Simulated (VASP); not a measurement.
# HgPd (Pmmm) in VASP: single point with LDA

Aim: the single point of HgPd with LDA.

All numbers are computed with VASP 6.6.1; they aren't measurements. Logs are shortened: lines on timing, memory, paths and dates and some standing lists are left out, and cuts for length are marked.

### 1 The cell of the first run

The structure is orthorhombic, space group Pmmm (No. 47). Conventional cell: a = 2.939 Å, b = 3.030 Å, c = 3.692 Å, α = 90.00°, β = 90.00°, γ = 90.00°. Within 3.7 Å of Hg (site symmetry mmm) lie 8 Pd at 2.80 Å and 6 Hg at 2.94 to 3.69 Å. Pd (site symmetry mmm) has 8 Hg at 2.80 Å and 6 Pd at 2.94 to 3.69 Å within 3.7 Å.

### 2 Single point, LDA (strain -0.0300 x Voigt [0, 1, 0, 0, 0, 0])

Input file INCAR:

```
SYSTEM = HgPd
ALGO = Normal
EDIFF = 1E-6
ENCUT = 540
GGA = CA
GGA_COMPAT = .FALSE.
ISIF = 2
ISMEAR = 0
LASPH = .TRUE.
LCHARG = .TRUE.
LELF = .TRUE.
LREAL = .FALSE.
LVHAR = .TRUE.
LWAVE = .FALSE.
NBANDS = 26
NELM = 120
PREC = Accurate
SIGMA = 0.15
```

Input file KPOINTS:

```
k-points
0
G
  16 16 14
  0 0 0
```

Input file POSCAR:

```
HgPd
1.0
    3.0299525574      0.0000000000      0.0000000000
    0.0000000000      2.9390539807      0.0000000000
    0.0000000000      0.0000000000      3.6920000000
Hg Pd
1 1
Direct
    0.0000000000      0.0000000000      0.0000000000
    0.5000000000      0.5000000000      0.5000000000
```

Potentials or basis: VASP PAW LDA potentials, release 64 (Hg_sv_GW, Pd_sv_GW).

Command:

```console
> cat potpaw_LDA.64/Hg_sv_GW/POTCAR potpaw_LDA.64/Pd_sv_GW/POTCAR > POTCAR
> mpirun -np 1 vasp_std > vasp.out
```

OUTCAR:

```text
SYSTEM = HgPd
   EDIFF = 1E-6
   ENCUT = 540
   GGA = CA
   ISIF = 2
   ISMEAR = 0
   LASPH = .TRUE.
   LREAL = .FALSE.
   NELM = 120
   PREC = Accurate

 ion  position               nearest neighbor table
   1  0.000  0.000  0.000-   2 2.80   2 2.80   2 2.80   2 2.80   2 2.80   2 2.80   2 2.80   2 2.80

   2  0.500  0.500  0.500-   1 2.80   1 2.80   1 2.80   1 2.80   1 2.80   1 2.80   1 2.80   1 2.80

  LATTYP: Found a simple orthorhombic cell.
 ALAT       =     2.9390539807
 B/A-ratio  =     1.0309278350
 C/A-ratio  =     1.2561865227

  Lattice vectors:

 A1 = (   0.0000000000,  -2.9390539807,   0.0000000000)
 A2 = (   3.0299525574,   0.0000000000,   0.0000000000)
 A3 = (   0.0000000000,   0.0000000000,   3.6920000000)

Analysis of symmetry for initial positions (statically):
=====================================================================
 Subroutine PRICEL returns:
 Original cell was already a primitive cell.

 Routine SETGRP: Setting up the symmetry group for a
 simple orthorhombic supercell.

 Subroutine GETGRP returns: Found  8 space group operations
 (whereof  8 operations were pure point group operations)
 out of a pool of  8 trial point group operations.

The static configuration has the point symmetry D_2h.

Analysis of symmetry for dynamics (positions and initial velocities):
=====================================================================
 Subroutine PRICEL returns:
 Original cell was already a primitive cell.

 Routine SETGRP: Setting up the symmetry group for a
 simple orthorhombic supercell.

 Subroutine GETGRP returns: Found  8 space group operations
 (whereof  8 operations were pure point group operations)
 out of a pool of  8 trial point group operations.

The dynamic configuration has the point symmetry D_2h.

 Subroutine INISYM returns: Found  8 space group operations
 (whereof  8 operations are pure point group operations),
 and found     1 'primitive' translations

----------------------------------------------------------------------------------------

                                     Primitive cell

  volume of cell :      32.8780

  direct lattice vectors                    reciprocal lattice vectors
     3.029952557  0.000000000  0.000000000     0.330038171  0.000000000  0.000000000
     0.000000000  2.939053981  0.000000000     0.000000000  0.340245537  0.000000000
     0.000000000  0.000000000  3.692000000     0.000000000  0.000000000  0.270855905
[... 81 lines left out ...]
   LASPH  =      T    aspherical Exc in radial PAW
   ENCUT  =  540.0 eV  39.69 Ry    6.30 a.u.   5.74  5.57  7.00*2*pi/ulx,y,z
   NELM   =    120;   NELMIN=  2; NELMDL= -5     # of ELM steps
   EDIFF  = 0.1E-05   stopping-criterion for ELM
   LREAL  =      F    real-space projection
   EDIFFG = 0.1E-04   stopping-criterion for IOM
   NSW    =      0    number of steps for IOM
   IBRION =     -1    ionic relax: 0-MD 1-quasi-New 2-CG
   NFREE  =      0    steps in history (QN), initial steepest desc. (CG)
   ISIF   =      2    stress and relaxation
   ISYM   =      2    0-nonsym 1-usesym 2-fastsym
   POTIM  = 0.5000    time-step for ionic-motion
   TEBEG  =    0.0;   TEEND  =   0.0 temperature during run
   PSTRESS=    0.0 pullay stress
   NELECT =      38.0000    total number of electrons
   NUPDOWN=      -1.0000    fix difference up-down
   EMIN   =  10.00;   EMAX   =-10.00  energy-range for DOS
   EFERMI =   0.00;   METHOD = LEGACY
   ISMEAR =     0;   SIGMA  =   0.15  broadening in eV -4-tet -1-fermi 0-gaus
   EFERMI_NEDOS =   21; number of points for ismear=-14 and -15
   IALGO  =     38    algorithm
   IMIX   =      4    mixing-type and parameters
     AMIX     =   0.40;   BMIX     =  1.00
     AMIX_MAG =   1.60;   BMIX_MAG =  1.00
  volume/ion in A,a.u.               =      16.44       110.94
  Fermi-wavevector in a.u.,A,eV,Ry     =   1.718044  3.246633 40.159989  2.951676
  Thomas-Fermi vector in A             =   2.794931
   LORBIT       =      0    0 simple, 1 ext, 2 COOP (PROOUT), +10 PAW based schemes
   GGA     = CA    functional components
   LHFCALC =     F    Hartree Fock is set to
   AEXX    =    0.0000 exact exchange contribution
   IVDW    =     0    specifies the selected vdW correction
   LEPSILON=     F    determine dielectric tensor
   LRPA    =     F    only Hartree local field effects (RPA)
 non-spin polarized calculation
 Gauss-broadening in eV      SIGMA  =   0.15
  energy-cutoff  :      540.00
  volume of cell :       32.88
 maximum number of plane-waves:       957
 NGX is ok and might be reduce to    24
   NGX = 11   NGY = 11   NGZ = 13

 number of electron      38.0000008 magnetization

 Free energy of the ion-electron system (eV)
  ---------------------------------------------------
  ext. energy  EPLUGINS =         0.00000000
  ---------------------------------------------------
  free energy    TOTEN  =        -6.54632021 eV

  energy without entropy =       -6.54128833  energy(sigma->0) =       -6.54380427

 E-fermi :   8.8004     XC(G=0): -13.5832

 val. band max:        8.7974827655   @ k =   0.2500   0.0625   0.3571
 cond. band min:       8.8093147380   @ k =   0.3125   0.1250   0.4286
 fundamental gap:      0.0118319725
 Fermi energy:         8.8004199498

 k-point     1 :       0.0000    0.0000    0.0000
  band No.  band energies     occupation
      1    -106.1163      2.00000
      2     -75.0239      2.00000
      3     -54.7209      2.00000
      4     -54.7206      2.00000
      5     -54.7162      2.00000
      6     -41.0748      2.00000
[... 685 lines left out ...]
     25      23.3624      0.00000
     26      24.5451      0.00000

 [... further k-points ...]

------------------------ aborting loop because EDIFF is reached ----------------------------------------

  FORCE on cell =-STRESS in cart. coord.  units (eV):
  Direction    XX          YY          ZZ          XY          YZ          ZX
  --------------------------------------------------------------------------------------
  -------------------------------------------------------------------------------------
  Total       -0.4276899      0.1660065     -0.1762330      0.0000000      0.0000000      0.0000000
  in kB      -20.8417665      8.0896657     -8.5880160      0.0000000      0.0000000      0.0000000
  external PRESSURE =      -7.1133723 kB  Pullay stress =       0.0000000 kB

 VOLUME and BASIS-vectors are now :
 -----------------------------------------------------------------------------
  energy-cutoff  :      540.00
  volume of cell :       32.88
      direct lattice vectors                 reciprocal lattice vectors
     3.029952557  0.000000000  0.000000000     0.330038171  0.000000000  0.000000000
     0.000000000  2.939053981  0.000000000     0.000000000  0.340245537  0.000000000
     0.000000000  0.000000000  3.692000000     0.000000000  0.000000000  0.270855905

 POSITION                                       TOTAL-FORCE (eV/Angst)
 -----------------------------------------------------------------------------------
      0.00000      0.00000      0.00000         0.000000      0.000000      0.000000
      1.51498      1.46953      1.84600         0.000000      0.000000      0.000000
 -----------------------------------------------------------------------------------
    total drift:                                0.000000      0.000000     -0.000000

  FREE ENERGIE OF THE ION-ELECTRON SYSTEM (eV)
  ---------------------------------------------------
  free  energy   TOTEN  =        -6.5463202100 eV

  energy  without entropy=       -6.5412883264  energy(sigma->0) =       -6.54380427
```

stdout:

```text
POSCAR found type information on POSCAR HgPd
 POSCAR found :  2 types and       2 ions
 scaLAPACK will be used
 LDA part: xc-table for (Slater(with rela. corr.)+CA(PZ))
 , standard interpolation
 POSCAR, INCAR and KPOINTS ok, starting setup
 FFT: planning ... GRIDC
 FFT: planning ... GRID_SOFT
 FFT: planning ... GRID
 WAVECAR not read
 entering main loop
```

It took 4.6 min on 1 thread of Intel Xeon 6975P-C (Granite Rapids), shared host; peak memory 0.8 GiB.

What came out:

```yaml
Free_energy: -6.5463 eV
Pressure: -0.7 GPa
Band_gap_on_the_k_mesh: zero (bands 19 and 20 overlap by 4.12 eV)
```

Stress tensor (GPa, compression positive):
```
-2.08  0.00  0.00
 0.00  0.81  0.00
 0.00  0.00 -0.86
```

Levels at points of the mesh, in eV from the Fermi level:
```
           k point  band 15  band 16  band 17  band 18  band 19  band 20  band 21  band 22  band 23  band 24
(0.00, 0.00, 0.00)    -3.56    -2.83    -1.56    -1.52    -1.39     2.42     7.75     8.55     8.78    14.86
(0.50, 0.00, 0.00)    -3.82    -3.73    -3.70    -2.44    -2.00     0.10     9.90    10.12    11.03    11.03
(0.00, 0.50, 0.00)    -3.72    -3.59    -3.35    -2.68    -2.11     0.46    10.07    10.46    11.08    11.36
(0.50, 0.50, 0.00)    -1.78    -1.73    -1.65    -0.81    -0.18    -0.07     3.47     6.67    10.31    10.68
(0.00, 0.00, 0.50)    -5.73    -4.03    -2.58    -2.39    -2.03    -1.58    12.56    13.50    14.24    14.38
(0.50, 0.00, 0.50)    -3.29    -1.74    -1.67    -1.50    -1.46    -1.10     2.01     4.43    13.50    13.93
(0.00, 0.50, 0.50)    -3.08    -1.80    -1.59    -1.55    -1.31    -0.84     2.23     4.85    13.01    13.55
(0.50, 0.50, 0.50)    -4.31    -4.23    -1.77    -0.81     1.77     5.36     5.66     6.48     6.62     7.06
```

Caveat: the cell differs from its parent crystal (strain -0.0300 x Voigt [0, 1, 0, 0, 0, 0]); spin-orbit coupling is left out, which moves the levels of the heavy elements.
